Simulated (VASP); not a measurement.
# Be (P6_3/mmc) in VASP: notebook

The runs below take Be through single point, with PBEsol.

All numbers are computed with VASP 6.6.1; they aren't measurements. Logs are shortened: lines on timing, memory, paths and dates and some standing lists are left out, and cuts for length are marked.

## Step 1: The cell of the first run

Symmetry: P6_3/mmc, No. 194, hexagonal system. The conventional cell has a = 2.160 Å, b = 2.160 Å, c = 3.406 Å, α = 90.00°, β = 90.00°, γ = 120.00°. Within 2.8 Å of Be (site symmetry -6m2) lie 12 Be at 2.11 to 2.16 Å.

## Step 2: Single point, PBEsol

File INCAR:

```
SYSTEM = Be
ALGO     = Normal         ! electronic algorithm
EDIFF    = 1E-6           ! SCF threshold, eV
ENCUT    = 520            ! plane-wave cutoff, eV
GGA      = PS             ! functional
ISIF     = 2              ! what is computed and relaxed
ISMEAR   = -1             ! smearing method
LASPH    = .True.         ! aspherical terms in the spheres
LCHARG   = .False.        ! write CHGCAR
LREAL    = .False.        ! projectors in reciprocal space
LWAVE    = .False.        ! write WAVECAR
NBANDS   = 9              ! bands
NELM     = 80             ! most SCF steps
PREC     = Accurate       ! precision mode
SIGMA    = 0.05           ! smearing width, eV
```

File KPOINTS:

```
k-points
0
Gamma
  13 13 8
  0 0 0
```

File POSCAR:

```
Be
1.0
    2.1598521490      0.0000000000      0.0000000000
   -1.0799260745      1.8704868294      0.0000000000
    0.0000000000      0.0000000000      3.4055126235
Be
2
Direct
    0.6666666667      0.3333333333      0.7500000000
    0.3333333333      0.6666666667      0.2500000000
```

Potentials or basis: VASP PAW PBE potentials, release 64 (Be).

Run with:

```sh
> cat potpaw_PBE.64/Be/POTCAR > POTCAR
> mpirun -np 1 vasp_std > vasp.out
```

OUTCAR:

```text
SYSTEM = Be
   EDIFF = 1E-6
   ENCUT = 520
   GGA = PS
   ISIF = 2
   ISMEAR = -1
   LASPH = .True.
   LREAL = .False.
   NELM = 80
   PREC = Accurate

 ion  position               nearest neighbor table
   1  0.667  0.333  0.750-   2 2.11   2 2.11   2 2.11   2 2.11   2 2.11   2 2.11
   2  0.333  0.667  0.250-   1 2.11   1 2.11   1 2.11   1 2.11   1 2.11   1 2.11

  LATTYP: Found a hexagonal cell.
 ALAT       =     2.1598521490
 C/A-ratio  =     1.5767341413

  Lattice vectors:

 A1 = (   2.1598521490,   0.0000000000,   0.0000000000)
 A2 = (  -1.0799260745,   1.8704868294,   0.0000000000)
 A3 = (   0.0000000000,   0.0000000000,   3.4055126235)

Analysis of symmetry for initial positions (statically):
=====================================================================
 Subroutine PRICEL returns:
 Original cell was already a primitive cell.

 Routine SETGRP: Setting up the symmetry group for a
 hexagonal supercell.

 Subroutine GETGRP returns: Found 24 space group operations
 (whereof 12 operations were pure point group operations)
 out of a pool of 24 trial point group operations.

The static configuration has the point symmetry D_3d.
 The point group associated with its full space group is D_6h.

Analysis of symmetry for dynamics (positions and initial velocities):
=====================================================================
 Subroutine PRICEL returns:
 Original cell was already a primitive cell.

 Routine SETGRP: Setting up the symmetry group for a
 hexagonal supercell.

 Subroutine GETGRP returns: Found 24 space group operations
 (whereof 12 operations were pure point group operations)
 out of a pool of 24 trial point group operations.

The dynamic configuration has the point symmetry D_3d.
 The point group associated with its full space group is D_6h.

 Subroutine INISYM returns: Found 24 space group operations
 (whereof 12 operations are pure point group operations),
 and found     1 'primitive' translations

----------------------------------------------------------------------------------------

                                     Primitive cell

  volume of cell :      13.7582

  direct lattice vectors                    reciprocal lattice vectors
     2.159852149  0.000000000  0.000000000     0.462994655  0.267310089  0.000000000
    -1.079926075  1.870486829  0.000000000     0.000000000  0.534620177  0.000000000
     0.000000000  0.000000000  3.405512623     0.000000000  0.000000000  0.293641548

  length of vectors
     2.159852149  2.159852149  3.405512623     0.534620177  0.534620177  0.293641548

  position of ions in fractional coordinates (direct lattice)
     0.666666667  0.333333333  0.750000000
     0.333333333  0.666666667  0.250000000

  ion indices of the primitive-cell ions
   primitive index   ion index
                 1           1
                 2           2

----------------------------------------------------------------------------------------

 KPOINTS: k-points

Automatic generation of k-mesh.
 Grid dimensions read from file:
 generate k-points for:   13   13    8

 Generating k-lattice:

  Cartesian coordinates                     Fractional coordinates (reciprocal lattice)
     0.035614973  0.020562315  0.000000000     0.076923077  0.000000000  0.000000000
     0.000000000  0.041124629  0.000000000     0.000000000  0.076923077  0.000000000
     0.000000000  0.000000000  0.036705194     0.000000000  0.000000000  0.125000000

  Length of vectors
     0.041124629  0.041124629  0.036705194

  Shift w.r.t. Gamma in fractional coordinates (k-lattice)
     0.000000000  0.000000000  0.000000000

 Subroutine IBZKPT returns following result:
 ===========================================

 Found    105 irreducible k-points:

 Following reciprocal coordinates:
            Coordinates               Weight
  0.000000  0.000000  0.000000      1.000000
  0.076923  0.000000  0.000000      6.000000
  0.153846  0.000000  0.000000      6.000000
  0.230769  0.000000  0.000000      6.000000
  0.307692  0.000000  0.000000      6.000000
  0.384615  0.000000  0.000000      6.000000
[... 16 lines left out ...]
  0.076923  0.000000  0.125000     12.000000
  0.153846  0.000000  0.125000     12.000000
 [... further k-points ...]
   k-points           NKPTS =    105   k-points in BZ     NKDIM =    105   number of bands    NBANDS=      9
   number of dos      NEDOS =    301   number of ions     NIONS =      2
   total plane-waves  NPLWV =   7168
   dimension x,y,z NGX =    16 NGY =   16 NGZ =   28
   dimension x,y,z NGXF=    32 NGYF=   32 NGZF=   56
   ions per type =               2
   NGX,Y,Z   is equivalent  to a cutoff of  12.32, 12.32, 13.67 a.u.
   NGXF,Y,Z  is equivalent  to a cutoff of  24.63, 24.63, 27.34 a.u.
 SYSTEM =  Be
   PREC   = accura    normal or accurate (medium, high low for compatibility)
   ISTART =      0    job   : 0-new  1-cont  2-samecut
   ICHARG =      2    charge: 1-file 2-atom 10-const
   ISPIN  =      1    spin polarized calculation?
   LNONCOLLINEAR =      F non collinear calculations
   LSORBIT =      F    spin-orbit coupling
   LASPH  =      T    aspherical Exc in radial PAW
   ENCUT  =  520.0 eV  38.22 Ry    6.18 a.u.   4.02  4.02  6.33*2*pi/ulx,y,z
   NELM   =     80;   NELMIN=  2; NELMDL= -5     # of ELM steps
   EDIFF  = 0.1E-05   stopping-criterion for ELM
   LREAL  =      F    real-space projection
   EDIFFG = 0.1E-04   stopping-criterion for IOM
   NSW    =      0    number of steps for IOM
   IBRION =     -1    ionic relax: 0-MD 1-quasi-New 2-CG
   NFREE  =      0    steps in history (QN), initial steepest desc. (CG)
   ISIF   =      2    stress and relaxation
   ISYM   =      2    0-nonsym 1-usesym 2-fastsym
   POTIM  = 0.5000    time-step for ionic-motion
   TEBEG  =    0.0;   TEEND  =   0.0 temperature during run
   PSTRESS=    0.0 pullay stress
   NELECT =       4.0000    total number of electrons
   NUPDOWN=      -1.0000    fix difference up-down
   EMIN   =  10.00;   EMAX   =-10.00  energy-range for DOS
[... 5 lines left out ...]
     AMIX     =   0.40;   BMIX     =  1.00
     AMIX_MAG =   1.60;   BMIX_MAG =  1.00
  volume/ion in A,a.u.               =       6.88        46.42
  Fermi-wavevector in a.u.,A,eV,Ry     =   1.084529  2.049462 16.003211  1.176203
  Thomas-Fermi vector in A             =   2.220621
   LORBIT       =      0    0 simple, 1 ext, 2 COOP (PROOUT), +10 PAW based schemes
   GGA     = PS    functional components
   LHFCALC =     F    Hartree Fock is set to
   AEXX    =    0.0000 exact exchange contribution
   IVDW    =     0    specifies the selected vdW correction
   LEPSILON=     F    determine dielectric tensor
   LRPA    =     F    only Hartree local field effects (RPA)
 non-spin polarized calculation
  energy-cutoff  :      520.00
  volume of cell :       13.76
 maximum number of plane-waves:       380
   NGX =  9   NGY =  9   NGZ = 13

 number of electron       4.0000000 magnetization

 Free energy of the ion-electron system (eV)
  ---------------------------------------------------
  ext. energy  EPLUGINS =         0.00000000
  ---------------------------------------------------
  free energy    TOTEN  =        -7.87771689 eV

  energy without entropy =       -7.87698406  energy(sigma->0) =       -7.87735048

 E-fermi :   7.9818     XC(G=0): -11.0740

 val. band max:        7.8320185789   @ k =   0.2308   0.1538   0.0000
 cond. band min:       8.1046308688   @ k =   0.3077   0.1538   0.0000
 fundamental gap:      0.2726122899
 Fermi energy:         7.9818118925

 k-point     1 :       0.0000    0.0000    0.0000
  band No.  band energies     occupation
      1      -3.9031      2.00000
      2       3.2086      2.00000
      3       9.8244      0.00000
      4      26.0594      0.00000
      5      26.0594      0.00000
      6      29.1860      0.00000
      7      29.1860      0.00000
      8      31.5753      0.00000
      9      37.7513      0.00000

 k-point     2 :       0.0769    0.0000    0.0000
  band No.  band energies     occupation
      1      -3.7255      2.00000
      2       3.4545      2.00000
      3       9.8505      0.00000
      4      24.5582      0.00000
      5      24.9474      0.00000
      6      29.2448      0.00000
      7      29.7503      0.00000
      8      31.2016      0.00000
      9      35.4093      0.00000

 k-point     3 :       0.1538    0.0000    0.0000
  band No.  band energies     occupation
      1      -3.1917      2.00000
      2       4.1909      2.00000
      3       9.9004      0.00000
      4      21.3931      0.00000
      5      23.1022      0.00000
      6      29.1340      0.00000
      7      29.7177      0.00000
      8      29.8454      0.00000
      9      32.0676      0.00000

 k-point     4 :       0.2308    0.0000    0.0000
  band No.  band energies     occupation
      1      -2.3005      2.00000
      2       5.4130      2.00000
      3       9.8231      0.00000
      4      18.1738      0.00000
      5      21.4121      0.00000
      6      26.6989      0.00000
      7      27.3318      0.00000
      8      29.1326      0.00000
      9      30.4111      0.00000

 k-point     5 :       0.3077    0.0000    0.0000
  band No.  band energies     occupation
      1      -1.0556      2.00000
      2       7.1081      2.00000
      3       9.1486      0.00000
      4      15.9649      0.00000
      5      20.0779      0.00000
      6      22.8876      0.00000
      7      24.2927      0.00000
      8      28.2475      0.00000
      9      30.3787      0.00000

 k-point     6 :       0.3846    0.0000    0.0000
  band No.  band energies     occupation
      1       0.5139      2.00000
      2       7.4540      1.99995
      3       9.2371      0.00000
      4      15.3998      0.00000
      5      19.1178      0.00000
      6      19.1668      0.00000
      7      21.6194      0.00000
      8      27.5481      0.00000
      9      30.5184      0.00000
[... 169 lines left out ...]
 k-point    21 :       0.3077    0.3077    0.0000
  band No.  band energies     occupation
      1       4.6105      2.00000
      2       7.4891      1.99989
      3       7.8071      1.94105
      4      14.2789      0.00000
      5      15.6595      0.00000
      6      16.6826      0.00000
      7      21.7060      0.00000
      8      24.3263      0.00000
      9      24.7107      0.00000

 k-point    22 :       0.0000    0.0000    0.1250
  band No.  band energies     occupation
      1      -3.7618      2.00000
      2       2.4829      2.00000
      3      10.9011      0.00000
      4      26.1975      0.00000
      5      26.1975      0.00000
      6      29.1466      0.00000
      7      29.1466      0.00000
      8      30.3624      0.00000
      9      38.5841      0.00000

 k-point    23 :       0.0769    0.0000    0.1250
  band No.  band energies     occupation
      1      -3.5839      2.00000
      2       2.7079      2.00000
      3      10.9462      0.00000
      4      24.7022      0.00000
      5      25.1028      0.00000
      6      29.0078      0.00000
      7      29.5765      0.00000
      8      30.2929      0.00000
      9      35.3357      0.00000

 k-point    24 :       0.1538    0.0000    0.1250
  band No.  band energies     occupation
      1      -3.0495      2.00000
      2       3.3753      2.00000
      3      11.0560      0.00000
      4      21.5289      0.00000
      5      23.2732      0.00000
      6      28.4140      0.00000
      7      29.1515      0.00000
      8      29.4185      0.00000
      9      32.4091      0.00000

 [... further k-points ...]
[... 5 lines left out ...]
  --------------------------------------------------------------------------------------
  -------------------------------------------------------------------------------------
  Total        1.7754565      1.7754565      1.7828482      0.0000000     -0.0000000      0.0000000
  in kB      206.7566270    206.7566270    207.6174159      0.0000000     -0.0000000      0.0000000
  external PRESSURE =     207.0435566 kB  Pullay stress =       0.0000000 kB

 VOLUME and BASIS-vectors are now :
 -----------------------------------------------------------------------------
  energy-cutoff  :      520.00
  volume of cell :       13.76
      direct lattice vectors                 reciprocal lattice vectors
     2.159852149  0.000000000  0.000000000     0.462994655  0.267310089  0.000000000
    -1.079926075  1.870486829  0.000000000     0.000000000  0.534620177  0.000000000
     0.000000000  0.000000000  3.405512623     0.000000000  0.000000000  0.293641548

 POSITION                                       TOTAL-FORCE (eV/Angst)
 -----------------------------------------------------------------------------------
      1.07993      0.62350      2.55413        -0.000000      0.000000      0.000000
     -0.00000      1.24699      0.85138         0.000000     -0.000000      0.000000
 -----------------------------------------------------------------------------------
    total drift:                                0.000000     -0.000000      0.000000

  FREE ENERGIE OF THE ION-ELECTRON SYSTEM (eV)
  ---------------------------------------------------
  free  energy   TOTEN  =        -7.8777168935 eV

  energy  without entropy=       -7.8769840639  energy(sigma->0) =       -7.87735048
```

Wall time 5.3 s (1 thread of Intel Xeon Platinum 8259CL at 2.50GHz (Skylake/Cascade Lake), shared host); peak memory 0.12 GiB.

Results:

```
Free energy            : -7.8777 eV
Pressure               : 20.7 GPa
Band gap on the k mesh : zero (band 2 reaches 9.35 eV, above the bottom of band 3 at 7.67 eV)
```

Caveat: the PAW data sets were made with another functional, which shifts forces and pressure a little.

(Continued in part 2 of 2.)
